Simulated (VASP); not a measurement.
# Li (I4_1/amd) in VASP: single point with PBE

Aim: the single point of Li with PBE.

Everything below comes from runs of VASP 6.6.1. Logs are shortened: lines on timing, memory, paths and dates and some standing lists are left out, and cuts for length are marked.

## (1) The cell of the first run

The structure is tetragonal, space group I4_1/amd (No. 141). Conventional cell: a = 5.258 Å, b = 5.258 Å, c = 2.850 Å, α = 90.00°, β = 90.00°, γ = 90.00°. Li (site symmetry -4m2) has 10 Li at 2.72 to 3.39 Å within 3.6 Å.

## (2) Single point, PBE

INCAR

```
SYSTEM = Li
PREC = Accurate ; ENCUT = 520
EDIFF = 1E-6 ; ISMEAR = -1
SIGMA = 0.1 ; LREAL = .False.
LASPH = .True. ; NELM = 80
ALGO = Normal ; ISIF = 2
LWAVE = .False. ; LCHARG = .False.
GGA = PE ; NBANDS = 10
```

KPOINTS

```
Automatic mesh
0
Gamma
  15 15 15
  0 0 0
```

POSCAR

```
Li
1.0
   -2.6287585482      2.6287585482      1.4250659178
    2.6287585482     -2.6287585482      1.4250659178
    2.6287585482      2.6287585482     -1.4250659178
Li
2
Direct
   -0.3750000000     -0.1250000000     -0.2500000000
    0.3750000000      0.1250000000      0.2500000000
```

Potentials or basis: VASP PAW PBE potentials, release 64 (Li_sv).

Started as:

```bash
cat potpaw_PBE.64/Li_sv/POTCAR > POTCAR
mpirun -np 1 vasp_std > vasp.out
```

OUTCAR:

```text
SYSTEM = Li
   PREC = Accurate
   ENCUT = 520
   EDIFF = 1E-6
   ISMEAR = -1
   LREAL = .False.
   LASPH = .True.
   NELM = 80
   ISIF = 2
   GGA = PE

 ion  position               nearest neighbor table
   1  0.625  0.875  0.750-
   2  0.375  0.125  0.250-

  LATTYP: Found a body centered tetragonal cell.
 ALAT       =     5.2575170964
 C/A-ratio  =     0.5421060518

  Lattice vectors:

 A1 = (  -2.6287585482,   2.6287585482,   1.4250659178)
 A2 = (   2.6287585482,  -2.6287585482,   1.4250659178)
 A3 = (   2.6287585482,   2.6287585482,  -1.4250659178)

Analysis of symmetry for initial positions (statically):
=====================================================================
 Subroutine PRICEL returns:
 Original cell was already a primitive cell.

 Routine SETGRP: Setting up the symmetry group for a
 body centered tetragonal supercell.

 Subroutine GETGRP returns: Found 16 space group operations
 (whereof  4 operations were pure point group operations)
 out of a pool of 16 trial point group operations.

The static configuration has the point symmetry C_2h.
 The point group associated with its full space group is D_4h.

Analysis of symmetry for dynamics (positions and initial velocities):
=====================================================================
 Subroutine PRICEL returns:
 Original cell was already a primitive cell.

 Routine SETGRP: Setting up the symmetry group for a
 body centered tetragonal supercell.

 Subroutine GETGRP returns: Found 16 space group operations
 (whereof  4 operations were pure point group operations)
 out of a pool of 16 trial point group operations.

The dynamic configuration has the point symmetry C_2h.
 The point group associated with its full space group is D_4h.

 Subroutine INISYM returns: Found 16 space group operations
 (whereof  4 operations are pure point group operations),
 and found     1 'primitive' translations

----------------------------------------------------------------------------------------

                                     Primitive cell

  volume of cell :      39.3909

  direct lattice vectors                    reciprocal lattice vectors
    -2.628758548  2.628758548  1.425065918     0.000000000  0.190203851  0.350860963
     2.628758548 -2.628758548  1.425065918     0.190203851  0.000000000  0.350860963
     2.628758548  2.628758548 -1.425065918     0.190203851  0.190203851  0.000000000

  length of vectors
     3.981401246  3.981401246  3.981401246     0.399100138  0.399100138  0.268988866

  position of ions in fractional coordinates (direct lattice)
     0.625000000  0.875000000  0.750000000
     0.375000000  0.125000000  0.250000000

  ion indices of the primitive-cell ions
   primitive index   ion index
                 1           1
                 2           2

----------------------------------------------------------------------------------------

 KPOINTS: Automatic mesh

Automatic generation of k-mesh.
 Grid dimensions read from file:
 generate k-points for:   15   15   15

 Generating k-lattice:

  Cartesian coordinates                     Fractional coordinates (reciprocal lattice)
     0.000000000  0.012680257  0.023390731     0.066666667  0.000000000  0.000000000
     0.012680257  0.000000000  0.023390731     0.000000000  0.066666667  0.000000000
     0.012680257  0.012680257  0.000000000     0.000000000  0.000000000  0.066666667

  Length of vectors
     0.026606676  0.026606676  0.017932591

  Shift w.r.t. Gamma in fractional coordinates (k-lattice)
     0.000000000  0.000000000  0.000000000

 Subroutine IBZKPT returns following result:
 ===========================================

 Found    288 irreducible k-points:

 Following reciprocal coordinates:
            Coordinates               Weight
  0.000000  0.000000  0.000000      1.000000
  0.066667  0.000000 -0.000000      8.000000
  0.133333  0.000000 -0.000000      8.000000
  0.200000  0.000000 -0.000000      8.000000
  0.266667  0.000000 -0.000000      8.000000
  0.333333  0.000000 -0.000000      8.000000
[... 16 lines left out ...]
  0.133333  0.133333 -0.000000      8.000000
  0.200000  0.133333 -0.000000     16.000000
 [... further k-points ...]
   k-points           NKPTS =    288   k-points in BZ     NKDIM =    288   number of bands    NBANDS=     10
   number of dos      NEDOS =    301   number of ions     NIONS =      2
   total plane-waves  NPLWV =  27000
   dimension x,y,z NGX =    30 NGY =   30 NGZ =   30
   dimension x,y,z NGXF=    60 NGYF=   60 NGZF=   60
   ions per type =               2
   NGX,Y,Z   is equivalent  to a cutoff of  12.53, 12.53, 12.53 a.u.
   NGXF,Y,Z  is equivalent  to a cutoff of  25.05, 25.05, 25.05 a.u.
 SYSTEM =  Li
   PREC   = accura    normal or accurate (medium, high low for compatibility)
   ISTART =      0    job   : 0-new  1-cont  2-samecut
   ICHARG =      2    charge: 1-file 2-atom 10-const
   ISPIN  =      1    spin polarized calculation?
   LNONCOLLINEAR =      F non collinear calculations
   LSORBIT =      F    spin-orbit coupling
   LASPH  =      T    aspherical Exc in radial PAW
   ENCUT  =  520.0 eV  38.22 Ry    6.18 a.u.   7.40  7.40  7.40*2*pi/ulx,y,z
   NELM   =     80;   NELMIN=  2; NELMDL= -5     # of ELM steps
   EDIFF  = 0.1E-05   stopping-criterion for ELM
   LREAL  =      F    real-space projection
   EDIFFG = 0.1E-04   stopping-criterion for IOM
   NSW    =      0    number of steps for IOM
   IBRION =     -1    ionic relax: 0-MD 1-quasi-New 2-CG
   NFREE  =      0    steps in history (QN), initial steepest desc. (CG)
   ISIF   =      2    stress and relaxation
   ISYM   =      2    0-nonsym 1-usesym 2-fastsym
   POTIM  = 0.5000    time-step for ionic-motion
   TEBEG  =    0.0;   TEEND  =   0.0 temperature during run
   PSTRESS=    0.0 pullay stress
   NELECT =       6.0000    total number of electrons
   NUPDOWN=      -1.0000    fix difference up-down
   EMIN   =  10.00;   EMAX   =-10.00  energy-range for DOS
   EFERMI =   0.00;   METHOD = LEGACY
   ISMEAR =    -1;   SIGMA  =   0.10  broadening in eV -4-tet -1-fermi 0-gaus
   EFERMI_NEDOS =   21; number of points for ismear=-14 and -15
   IALGO  =     38    algorithm
   IMIX   =      4    mixing-type and parameters
     AMIX     =   0.40;   BMIX     =  1.00
     AMIX_MAG =   1.60;   BMIX_MAG =  1.00
  volume/ion in A,a.u.               =      19.70       132.91
  Fermi-wavevector in a.u.,A,eV,Ry     =   0.874299  1.652185 10.400268  0.764398
  Thomas-Fermi vector in A             =   1.993810
   LORBIT       =      0    0 simple, 1 ext, 2 COOP (PROOUT), +10 PAW based schemes
   GGA     = PE    functional components
   LHFCALC =     F    Hartree Fock is set to
   AEXX    =    0.0000 exact exchange contribution
   IVDW    =     0    specifies the selected vdW correction
   LEPSILON=     F    determine dielectric tensor
   LRPA    =     F    only Hartree local field effects (RPA)
 non-spin polarized calculation
  energy-cutoff  :      520.00
  volume of cell :       39.39
 maximum number of plane-waves:      1085
 NGX is ok and might be reduce to    30
   NGX = 15   NGY = 15   NGZ = 15

 number of electron       6.0000009 magnetization

 Free energy of the ion-electron system (eV)
  ---------------------------------------------------
  ext. energy  EPLUGINS =         0.00000000
  ---------------------------------------------------
  free energy    TOTEN  =        -3.67919068 eV

  energy without entropy =       -3.64869264  energy(sigma->0) =       -3.66394166

 E-fermi :   0.6589     XC(G=0):  -7.1131

 val. band max:        0.6531892937   @ k =   0.4667   0.0000  -0.0000
 cond. band min:       0.6664827449   @ k =  -0.3333  -0.4667   0.1333
 fundamental gap:      0.0132934512
 Fermi energy:         0.6589214370

 k-point     1 :       0.0000    0.0000    0.0000
  band No.  band energies     occupation
      1     -45.9522      2.00000
      2     -45.9072      2.00000
      3      -2.8688      2.00000
      4       4.4216      0.00000
      5       4.4216      0.00000
      6       6.9140      0.00000
      7       9.6242      0.00000
      8      13.6604      0.00000
      9      13.6605      0.00000
     10      14.4986      0.00000

 k-point     2 :       0.0667    0.0000   -0.0000
  band No.  band energies     occupation
      1     -45.9512      2.00000
      2     -45.9071      2.00000
      3      -2.7913      2.00000
      4       4.3287      0.00000
      5       4.4730      0.00000
      6       7.2124      0.00000
      7       9.4669      0.00000
      8      13.2364      0.00000
      9      13.6307      0.00000
     10      13.7975      0.00000

 k-point     3 :       0.1333    0.0000   -0.0000
  band No.  band energies     occupation
      1     -45.9482      2.00000
      2     -45.9068      2.00000
      3      -2.5576      2.00000
      4       4.1670      0.00000
      5       4.6133      0.00000
      6       7.9866      0.00000
      7       9.0309      0.00000
      8      12.1663      0.00000
      9      12.5668      0.00000
     10      13.2425      0.00000

 k-point     4 :       0.2000    0.0000   -0.0000
  band No.  band energies     occupation
      1     -45.9438      2.00000
      2     -45.9064      2.00000
      3      -2.1676      2.00000
      4       4.0857      0.00000
      5       4.7973      0.00000
      6       8.3190      0.00000
      7       9.0612      0.00000
      8      10.6472      0.00000
      9      11.7565      0.00000
     10      12.0493      0.00000
[... 222 lines left out ...]
 k-point    22 :      -0.0667    0.0667    0.0000
  band No.  band energies     occupation
      1     -45.9518      2.00000
      2     -45.9077      2.00000
      3      -2.8338      2.00000
      4       4.0281      0.00000
      5       4.4686      0.00000
      6       7.3021      0.00000
      7       9.7391      0.00000
      8      13.0883      0.00000
      9      13.5275      0.00000
     10      14.5037      0.00000

 k-point    23 :       0.1333    0.1333   -0.0000
  band No.  band energies     occupation
      1     -45.9401      2.00000
      2     -45.9046      2.00000
      3      -1.7671      2.00000
      4       4.3557      0.00000
      5       5.7488      0.00000
      6       7.2756      0.00000
      7       9.2302      0.00000
      8       9.2711      0.00000
      9      11.0251      0.00000
     10      11.0617      0.00000

 k-point    24 :       0.2000    0.1333   -0.0000
  band No.  band energies     occupation
      1     -45.9351      2.00000
      2     -45.9043      2.00000
      3      -1.1442      2.00000
      4       4.4557      0.00000
      5       6.0737      0.00000
      6       6.3171      0.00000
      7       8.0379      0.00000
      8       9.3002      0.00000
      9      10.2174      0.00000
     10      11.3683      0.00000

 [... further k-points ...]
[... 5 lines left out ...]
  --------------------------------------------------------------------------------------
  -------------------------------------------------------------------------------------
  Total        0.0842187      0.0842187      0.0881076     -0.0000000     -0.0000000      0.0000000
  in kB        3.4254913      3.4254913      3.5836679     -0.0000000     -0.0000000      0.0000000
  external PRESSURE =       3.4782168 kB  Pullay stress =       0.0000000 kB

 VOLUME and BASIS-vectors are now :
 -----------------------------------------------------------------------------
  energy-cutoff  :      520.00
  volume of cell :       39.39
      direct lattice vectors                 reciprocal lattice vectors
    -2.628758548  2.628758548  1.425065918     0.000000000  0.190203851  0.350860963
     2.628758548 -2.628758548  1.425065918     0.190203851  0.000000000  0.350860963
     2.628758548  2.628758548 -1.425065918     0.190203851  0.190203851  0.000000000

 POSITION                                       TOTAL-FORCE (eV/Angst)
 -----------------------------------------------------------------------------------
      2.62876      1.31438      1.06880        -0.000000     -0.000000      0.000000
      0.00000      1.31438      0.35627         0.000000      0.000000     -0.000000
 -----------------------------------------------------------------------------------
    total drift:                                0.000000     -0.000000      0.000000

  FREE ENERGIE OF THE ION-ELECTRON SYSTEM (eV)
  ---------------------------------------------------
  free  energy   TOTEN  =        -3.6791906848 eV

  energy  without entropy=       -3.6486926394  energy(sigma->0) =       -3.66394166
```

Run time: 40 s. Hardware: 1 thread of Intel Xeon 6975P-C (Granite Rapids), shared host; peak memory 0.21 GiB.

What came out:

```
Free energy            : -3.6792 eV
Band gap on the k mesh : zero (band 3 reaches 2.16 eV, above the bottom of band 4 at -0.76 eV)
```

Caveat: the cutoff is under 1.25 times the usual one of these potentials, so pressure, stress and relaxed cells hold a basis-set (Pulay) error.
